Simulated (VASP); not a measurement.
# Ca (Fm-3m) in VASP: notebook

Ca is run at these levels: PBE, LDA, PBEsol; tasks: relaxation of cell and atoms, single point.

Program: VASP 6.6.1. These are calculated values, not measurements. Logs are shortened: lines on timing, memory, paths and dates and some standing lists are left out, and cuts for length are marked.

### Step 1. The cell of the first run

It takes space group Fm-3m (No. 225, cubic). Conventional cell: a = 5.588 Å, b = 5.588 Å, c = 5.588 Å, α = 90.00°, β = 90.00°, γ = 90.00°. Within 5.2 Å of Ca (site symmetry m-3m) lie 12 Ca at 3.95 Å.

### Step 2. Relaxation of cell and atoms, PBE, target pressure 30 GPa, at which the enthalpy is minimised

The input, INCAR:

```
  PREC = Accurate
  ENCUT = 600
  EDIFF = 1E-6
  ISMEAR = -1
  SIGMA = 0.05
  LREAL = False
  LASPH = True
  NELM = 80
  ALGO = Fast
  ISIF = 3
  LWAVE = False
  LCHARG = False
  GGA = PE
  IBRION = 2
  NSW = 60
  EDIFFG = -0.01
  PSTRESS = 300.0
```

The input, KPOINTS:

```
Automatic mesh
0
Gamma
  8 8 8
```

The input, POSCAR:

```
Ca
1.0
    0.0000000000      2.7942000000      2.7942000000
    2.7942000000      0.0000000000      2.7942000000
    2.7942000000      2.7942000000      0.0000000000
Ca
1
Direct
    0.0000000000      0.0000000000      0.0000000000
```

Potentials or basis: VASP PAW PBE potentials, release 64 (Ca_sv).

The run is started by

```sh
$ cat potpaw_PBE.64/Ca_sv/POTCAR > POTCAR
$ mpirun -np 1 vasp_std > vasp.out
```

OUTCAR:

```text
PREC = Accurate
   ENCUT = 600
   EDIFF = 1E-6
   ISMEAR = -1
   LREAL = False
   LASPH = True
   NELM = 80
   ISIF = 3
   GGA = PE
   IBRION = 2
   NSW = 60
   EDIFFG = -0.01
   PSTRESS = 300.0

 ion  position               nearest neighbor table
   1  0.000  0.000  0.000-

  LATTYP: Found a face centered cubic cell.
 ALAT       =     5.5884000000

  Lattice vectors:

 A1 = (   0.0000000000,   2.7942000000,   2.7942000000)
 A2 = (   2.7942000000,   0.0000000000,   2.7942000000)
 A3 = (   2.7942000000,   2.7942000000,   0.0000000000)

Analysis of symmetry for initial positions (statically):
=====================================================================
 Subroutine PRICEL returns:
 Original cell was already a primitive cell.

 Routine SETGRP: Setting up the symmetry group for a
 face centered cubic supercell.

 Subroutine GETGRP returns: Found 48 space group operations
 (whereof 48 operations were pure point group operations)
 out of a pool of 48 trial point group operations.

The static configuration has the point symmetry O_h .

Analysis of symmetry for dynamics (positions and initial velocities):
=====================================================================
 Subroutine PRICEL returns:
 Original cell was already a primitive cell.

 Routine SETGRP: Setting up the symmetry group for a
 face centered cubic supercell.

 Subroutine GETGRP returns: Found 48 space group operations
 (whereof 48 operations were pure point group operations)
 out of a pool of 48 trial point group operations.

The dynamic configuration has the point symmetry O_h .

 Subroutine INISYM returns: Found 48 space group operations
 (whereof 48 operations are pure point group operations),
 and found     1 'primitive' translations

----------------------------------------------------------------------------------------

                                     Primitive cell

  volume of cell :      43.6317

  direct lattice vectors                    reciprocal lattice vectors
     0.000000000  2.794200000  2.794200000    -0.178942094  0.178942094  0.178942094
     2.794200000  0.000000000  2.794200000     0.178942094 -0.178942094  0.178942094
     2.794200000  2.794200000  0.000000000     0.178942094  0.178942094 -0.178942094

  length of vectors
     3.951595536  3.951595536  3.951595536     0.309936799  0.309936799  0.309936799

  position of ions in fractional coordinates (direct lattice)
     0.000000000  0.000000000  0.000000000

  ion indices of the primitive-cell ions
   primitive index   ion index
                 1           1

----------------------------------------------------------------------------------------

 KPOINTS: Automatic mesh

Automatic generation of k-mesh.
 Grid dimensions read from file:
 generate k-points for:    8    8    8

 Generating k-lattice:

  Cartesian coordinates                     Fractional coordinates (reciprocal lattice)
    -0.022367762  0.022367762  0.022367762     0.125000000  0.000000000  0.000000000
     0.022367762 -0.022367762  0.022367762     0.000000000  0.125000000  0.000000000
     0.022367762  0.022367762 -0.022367762     0.000000000  0.000000000  0.125000000

  Length of vectors
     0.038742100  0.038742100  0.038742100

  Shift w.r.t. Gamma in fractional coordinates (k-lattice)
     0.000000000  0.000000000  0.000000000

 Subroutine IBZKPT returns following result:
 ===========================================

 Found     29 irreducible k-points:

 Following reciprocal coordinates:
            Coordinates               Weight
  0.000000  0.000000  0.000000      1.000000
  0.125000  0.000000  0.000000      8.000000
  0.250000  0.000000  0.000000      8.000000
  0.375000  0.000000  0.000000      8.000000
  0.500000  0.000000  0.000000      4.000000
  0.125000  0.125000  0.000000      6.000000
[... 16 lines left out ...]
  0.500000  0.250000  0.125000     48.000000
 -0.375000  0.250000  0.125000     24.000000
 [... further k-points ...]
   k-points           NKPTS =     29   k-points in BZ     NKDIM =     29   number of bands    NBANDS=      9
[... 37 lines left out ...]
     AMIX_MAG =   1.60;   BMIX_MAG =  1.00
  volume/ion in A,a.u.               =      43.63       294.44
  Fermi-wavevector in a.u.,A,eV,Ry     =   1.001861  1.893242 13.656506  1.003725
  Thomas-Fermi vector in A             =   2.134310
   LORBIT       =      0    0 simple, 1 ext, 2 COOP (PROOUT), +10 PAW based schemes
   GGA     = PE    functional components
   LHFCALC =     F    Hartree Fock is set to
   AEXX    =    0.0000 exact exchange contribution
   IVDW    =     0    specifies the selected vdW correction
   LEPSILON=     F    determine dielectric tensor
   LRPA    =     F    only Hartree local field effects (RPA)
 conjugate gradient relaxation of ions
 non-spin polarized calculation
 RMM-DIIS sequential band-by-band and
  energy-cutoff  :      600.00
  volume of cell :       43.63
 maximum number of plane-waves:      1475
   NGX = 15   NGY = 15   NGZ = 15

--------------------------------------- Ionic step        1  -------------------------------------------

 number of electron      10.0000001 magnetization

 Free energy of the ion-electron system (eV)
  ---------------------------------------------------
  ext. energy  EPLUGINS =         0.00000000
  ---------------------------------------------------
  free energy    TOTEN  =        -1.93272959 eV

  energy without entropy =       -1.92069911  energy(sigma->0) =       -1.92671435

 E-fermi :   1.7877     XC(G=0):  -7.6326

 val. band max:        1.7444772192   @ k =  -0.3750   0.2500   0.1250
 cond. band min:       1.8481931789   @ k =   0.5000   0.1250   0.0000
 fundamental gap:      0.1037159596
 Fermi energy:         1.7877314889

 k-point     1 :       0.0000    0.0000    0.0000
  band No.  band energies     occupation
      1     -40.2597      2.00000
      2     -21.1811      2.00000
      3     -21.1811      2.00000
      4     -21.1811      2.00000
      5      -2.1361      2.00000
      6       4.1244      0.00000
      7       4.1244      0.00000
      8       4.1244      0.00000
      9       5.1533      0.00000
[... 972 lines left out ...]
  FREE ENERGIE OF THE ION-ELECTRON SYSTEM (eV)
  ---------------------------------------------------
  free  energy   TOTEN  =         0.0488090942 eV

  energy  without entropy=        0.0619434423  energy(sigma->0) =        0.05537627

  enthalpy is  TOTEN    =         4.5665494327 eV   P V=        4.5177403385

[... ionic steps 4 to 20 ...]

--------------------------------------- Ionic step       21  -------------------------------------------

 number of electron      10.0000000 magnetization

------------------------ aborting loop because EDIFF is reached ----------------------------------------

  FORCE on cell =-STRESS in cart. coord.  units (eV):
  Direction    XX          YY          ZZ          XY          YZ          ZX
  --------------------------------------------------------------------------------------
  -------------------------------------------------------------------------------------
  Total        4.1211515      4.1211515      4.1211515     -0.0000000      0.0000000      0.0000000
  in kB      298.3026175    298.3026175    298.3026175     -0.0000000      0.0000000      0.0000000
  external PRESSURE =      -1.6973825 kB  Pullay stress =     300.0000000 kB
[... 59 lines left out ...]
  enthalpy is  TOTEN    =         3.4197943606 eV   P V=        4.1416835762

--------------------------------------- Ionic step       23  -------------------------------------------

 number of electron      10.0000000 magnetization

 Free energy of the ion-electron system (eV)
  ---------------------------------------------------
  ext. energy  EPLUGINS =         0.00000000
  ---------------------------------------------------
  free energy    TOTEN  =        -0.71606485 eV

  energy without entropy =       -0.70746558  energy(sigma->0) =       -0.71176522

 E-fermi :   5.2494     XC(G=0): -10.0541

 val. band max:        5.2017005263   @ k =  -0.3750   0.2500   0.0000
 cond. band min:       5.2971261011   @ k =   0.5000   0.3750   0.0000
 fundamental gap:      0.0954255749
 Fermi energy:         5.2494275894

 k-point     1 :       0.0000    0.0000    0.0000
  band No.  band energies     occupation
      1     -35.6009      2.00000
      2     -16.0712      2.00000
      3     -16.0712      2.00000
      4     -16.0712      2.00000
      5       0.4887      2.00000
      6       8.3284      0.00000
      7       8.3284      0.00000
      8       8.3284      0.00000
      9      10.5102      0.00000
[... 304 lines left out ...]
  FREE ENERGIE OF THE ION-ELECTRON SYSTEM (eV)
  ---------------------------------------------------
  free  energy   TOTEN  =        -0.7160648543 eV

  energy  without entropy=       -0.7074655763  energy(sigma->0) =       -0.71176522

  enthalpy is  TOTEN    =         3.4197871140 eV   P V=        4.1358519683

 reached required accuracy - stopping structural energy minimisation
```

It took 94 s on 1 thread of Intel Xeon 6975P-C (Granite Rapids), shared host; peak memory 0.21 GiB.

What came out:

```yaml
Free_energy: -0.7161 eV
Relaxed_volume: 22.09 Å³/atom
Relaxed_cell: a = 3.149 Å, b = 3.149 Å, c = 3.149 Å, α = 60.00°, β = 60.00°, γ = 60.00°
Space_group_after_relaxing_to_0.05_Å: Fm-3m (No. 225)
Energy_change_on_relaxing_the_enthalpy_is_what_falls: +1216.7 meV/atom
Ionic_steps: 23
Pressure_after_relaxing: 30.0 GPa
Band_gap_on_the_k_mesh: zero (band 5 reaches 5.20 eV, above the bottom of band 6 at 5.04 eV)
```

Step by step:
```tsv
step	energy change (eV)	largest force (eV/Å)	pressure (GPa)	volume (Å³)
1	0.0000	0.0000	-0.54	43.63
2	7.2519	0.0000	180.49	9.37
3	1.9815	0.0000	19.43	24.13
4	1.3818	0.0000	33.03	21.25
5	1.2698	0.0000	30.89	21.81
6	1.2048	0.0000	29.80	22.15
7	1.2049	0.0000	29.80	22.15
8	1.2050	0.0000	29.78	22.15
9	1.2050	0.0000	29.80	22.15
10	1.2050	0.0000	29.79	22.15
11	1.2050	0.0000	29.79	22.15
12	1.2050	0.0000	29.79	22.15
13	1.2050	0.0000	29.79	22.15
14	1.2051	0.0000	29.79	22.15
15	1.2051	0.0000	29.79	22.15
16	1.2051	0.0000	29.79	22.15
17	1.2052	0.0000	29.79	22.15
18	1.2054	0.0000	29.78	22.15
19	1.2058	0.0000	29.77	22.15
20	1.2065	0.0000	29.83	22.14
21	1.2079	0.0000	29.83	22.13
22	1.2108	0.0000	29.91	22.12
23	1.2167	0.0000	30.02	22.09
```

Final structure:
```yaml
crystal:
  lattice:
    - [0.00000, 2.22694, 2.22694]
    - [2.22694, 0.00000, 2.22694]
    - [2.22694, 2.22694, 0.00000]
  atoms:
    - { symbol: Ca, position: [0.00000, 0.00000, 0.00000] }
```

Caveat: the cell is relaxed towards a set pressure, so the enthalpy falls and the energy may rise; the volume moved by over 15 % at a fixed basis, so the end points are rough.

### Step 3. Single point, LDA

The input, INCAR:

```
SYSTEM = Ca
ALGO = Normal ; EDIFF = 1E-6
ENCUT = 520 ; GGA = CA
ISIF = 2 ; ISMEAR = 1
LASPH = .TRUE. ; LCHARG = .TRUE.
LELF = .TRUE. ; LREAL = .FALSE.
LVHAR = .TRUE. ; LWAVE = .FALSE.
NBANDS = 11 ; NELM = 100
PREC = Accurate ; SIGMA = 0.2
```

The input, KPOINTS:

```
k-points
0
G
  8 8 8
  0 0 0
```

The input, POSCAR:

```
Ca
1.0
    0.0000000000      2.7564359112      2.7564359112
    2.7564359112      0.0000000000      2.7564359112
    2.7564359112      2.7564359112      0.0000000000
Ca
1
Direct
    0.0000000000      0.0000000000      0.0000000000
```

Potentials or basis: VASP PAW LDA potentials, release 64 (Ca_sv).

The run is started by

```sh
$ cat potpaw_LDA.64/Ca_sv/POTCAR > POTCAR
$ mpirun -np 1 vasp_std > vasp.out
```

It took 12 s on 1 thread of Intel Xeon Platinum 8259CL at 2.50GHz (Skylake/Cascade Lake), shared host; peak memory 0.15 GiB.

The run converged. Its results:

```
Free energy            : -2.1875 eV
Pressure               : -1.6 GPa
Band gap on the k mesh : zero (band 5 reaches 1.99 eV, above the bottom of band 6 at 1.72 eV)
```

Levels at points of the mesh, in eV from the Fermi level:
| k point | band 2 | band 3 | band 4 | band 5 | band 6 | band 7 | band 8 | band 9 |
| --- | --- | --- | --- | --- | --- | --- | --- | --- |
| (0.00, 0.00, 0.00) | -22.73 | -22.73 | -22.73 | -4.00 | 2.25 | 2.25 | 2.25 | 3.32 |
| (0.50, 0.00, 0.00) | -22.87 | -22.75 | -22.75 | -1.01 | -0.07 | 2.15 | 2.15 | 4.02 |
| (0.50, 0.50, 0.00) | -22.87 | -22.78 | -22.78 | -0.47 | 0.52 | 1.05 | 4.01 | 4.20 |

### Step 4. Single point, PBEsol

This run uses another cell than the first one, of 41.01 Å³/atom, 0.940 times its volume.

The input, INCAR:

```
SYSTEM = Ca
PREC = Accurate
ENCUT = 520
EDIFF = 1E-7
ISMEAR = -1
SIGMA = 0.05
LREAL = .False.
LASPH = .True.
NELM = 60
ALGO = Fast
ISIF = 2
LWAVE = .False.
LCHARG = .True.
GGA = PS
LELF = .True.
LVHAR = .True.
NBANDS = 11
```

The input, KPOINTS:

```
regular mesh
0
Gamma
  8 8 8
  0 0 0
```

The input, POSCAR:

```
Ca
1.0
    0.0000000000      2.7371595050      2.7371595050
    2.7371595050      0.0000000000      2.7371595050
    2.7371595050      2.7371595050      0.0000000000
Ca
1
Direct
    0.0000000000      0.0000000000      0.0000000000
```

Potentials or basis: VASP PAW PBE potentials, release 64 (Ca_sv).

The run is started by

```sh
$ cat potpaw_PBE.64/Ca_sv/POTCAR > POTCAR
$ mpirun -np 1 vasp_std > vasp.out
```

Wall time 21 s (1 thread of Intel Xeon Platinum 8259CL at 2.50GHz (Skylake/Cascade Lake), shared host); peak memory 0.16 GiB.

The run converged. Its results:

- Free energy: -2.1393 eV
- Pressure: -0.2 GPa
- Band gap on the k mesh: zero (band 5 reaches 2.19 eV, above the bottom of band 6 at 1.87 eV)

Levels at points of the mesh, in eV from the Fermi level:
| k point | band 2 | band 3 | band 4 | band 5 | band 6 | band 7 | band 8 | band 9 |
| --- | --- | --- | --- | --- | --- | --- | --- | --- |
| (0.00, 0.00, 0.00) | -22.72 | -22.72 | -22.72 | -4.04 | 2.41 | 2.41 | 2.41 | 3.52 |
| (0.50, 0.00, 0.00) | -22.87 | -22.74 | -22.74 | -0.97 | -0.09 | 2.29 | 2.29 | 4.24 |
| (0.50, 0.50, 0.00) | -22.86 | -22.77 | -22.77 | -0.45 | 0.59 | 1.06 | 4.24 | 4.43 |

Caveat: the PAW data sets were made with another functional, which shifts forces and pressure a little.

### Step 5. Single point, PBEsol

This run uses another cell than the first one, of 41.01 Å³/atom, 0.940 times its volume.

The input, INCAR:

```
PREC = Accurate ; ENCUT = 520
EDIFF = 1E-6 ; ISMEAR = -1
SIGMA = 0.05 ; LREAL = False
LASPH = True ; NELM = 60
ALGO = Normal ; ISIF = 2
LWAVE = False ; LCHARG = False
GGA = PS ; NBANDS = 11
```

The input, KPOINTS:

```
regular mesh
0
Gamma
  8 8 8
```

POSCAR is that of step 4.

The run is started by

```sh
$ cat potpaw_PBE.64/Ca_sv/POTCAR > POTCAR
$ mpirun -np 1 vasp_std > vasp.out
```

Wall time 11 s (1 thread of Intel Xeon Platinum 8259CL at 2.50GHz (Skylake/Cascade Lake), shared host); peak memory 0.16 GiB.

It converged, with:

```
Free energy            : -2.1393 eV
Pressure               : -0.2 GPa
Band gap on the k mesh : zero (band 5 reaches 2.19 eV, above the bottom of band 6 at 1.87 eV)
```

Levels at points of the mesh, in eV from the Fermi level:
| k point | band 2 | band 3 | band 4 | band 5 | band 6 | band 7 | band 8 | band 9 |
| --- | --- | --- | --- | --- | --- | --- | --- | --- |
| (0.00, 0.00, 0.00) | -22.72 | -22.72 | -22.72 | -4.04 | 2.41 | 2.41 | 2.41 | 3.52 |
| (0.50, 0.00, 0.00) | -22.87 | -22.74 | -22.74 | -0.97 | -0.09 | 2.29 | 2.29 | 4.24 |
| (0.50, 0.50, 0.00) | -22.86 | -22.77 | -22.77 | -0.45 | 0.59 | 1.06 | 4.24 | 4.43 |

Caveat: the PAW data sets were made with another functional, which shifts forces and pressure a little.

### Step 6. Single point, PBEsol

This run uses another cell than the first one, of 41.89 Å³/atom, 0.960 times its volume.

The input, INCAR:

```
SYSTEM = Ca
ALGO     = Fast           ! electronic algorithm
EDIFF    = 1E-6           ! SCF threshold, eV
ENCUT    = 520            ! plane-wave cutoff, eV
GGA      = PS             ! functional
ISIF     = 2              ! what is computed and relaxed
ISMEAR   = -1             ! smearing method
LASPH    = .TRUE.         ! aspherical terms in the spheres
LCHARG   = .FALSE.        ! write CHGCAR
LREAL    = .FALSE.        ! projectors in reciprocal space
LWAVE    = .FALSE.        ! write WAVECAR
NBANDS   = 11             ! bands
NELM     = 100            ! most SCF steps
PREC     = Accurate       ! precision mode
SIGMA    = 0.05           ! smearing width, eV
```

The input, KPOINTS:

```
k-points
0
G
  8 8 8
  0 0 0
```

The input, POSCAR:

```
Ca
1.0
    0.0000000000      2.7564359112      2.7564359112
    2.7564359112      0.0000000000      2.7564359112
    2.7564359112      2.7564359112      0.0000000000
Ca
1
Direct
    0.0000000000      0.0000000000      0.0000000000
```

Potentials or basis: VASP PAW PBE potentials, release 64 (Ca_sv).

The run is started by

```sh
$ cat potpaw_PBE.64/Ca_sv/POTCAR > POTCAR
$ mpirun -np 1 vasp_std > vasp.out
```

It took 17 s on 1 thread of Intel Xeon Platinum 8259CL at 2.50GHz (Skylake/Cascade Lake), shared host; peak memory 0.16 GiB.

The run converged. Its results:

| Item | Value |
| --- | --- |
| Free energy | -2.1375 eV |
| Pressure | -0.5 GPa |
| Band gap on the k mesh | zero (band 5 reaches 2.11 eV, above the bottom of band 6 at 1.77 eV) |

Levels at points of the mesh, in eV from the Fermi level:
| k point | band 3 | band 4 | band 5 | band 6 | band 7 | band 8 |
| --- | --- | --- | --- | --- | --- | --- |
| (0.00, 0.00, 0.00) | -22.77 | -22.77 | -4.01 | 2.38 | 2.38 | 2.38 |
| (0.50, 0.00, 0.00) | -22.79 | -22.79 | -0.96 | -0.11 | 2.27 | 2.27 |
| (0.50, 0.50, 0.00) | -22.82 | -22.82 | -0.43 | 0.60 | 1.02 | 4.16 |

Caveat: the PAW data sets were made with another functional, which shifts forces and pressure a little.

### Step 7. Overview

| task | level | potentials or basis | cell | cutoff (eV) | smearing | gap on the mesh (eV) | pressure (GPa) |
| --- | --- | --- | --- | --- | --- | --- | --- |
| relaxation of cell and atoms | PBE | VASP PAW PBE potentials, release 64 (Ca_sv) | relaxed to 30 GPa from a = 3.952 Å, angles 60.0°, 1 atom | 600 | fermi-dirac 0.05 eV | none | 30.0 |
| single point | LDA | VASP PAW LDA potentials, release 64 (Ca_sv) | a = 3.898 Å, angles 60.0°, 1 atom | 520 | methfessel-paxton 0.2 eV | none | -1.6 |
| single point | PBEsol | VASP PAW PBE potentials, release 64 (Ca_sv) | a = 3.871 Å, angles 60.0°, 1 atom | 520 | fermi-dirac 0.05 eV | none | -0.2 |
| single point | PBEsol | VASP PAW PBE potentials, release 64 (Ca_sv) | a = 3.898 Å, angles 60.0°, 1 atom | 520 | fermi-dirac 0.05 eV | none | -0.5 |

Alike in all rows: no spin polarisation; k mesh 8 × 8 × 8.

Caveats: the PAW data sets were made with another functional, which shifts forces and pressure a little (some runs); the cell is relaxed towards a set pressure, so the enthalpy falls and the energy may rise (some runs); the volume moved by over 15 % at a fixed basis, so the end points are rough (some runs).

Absolute energies hang on the potentials; compare differences alone.
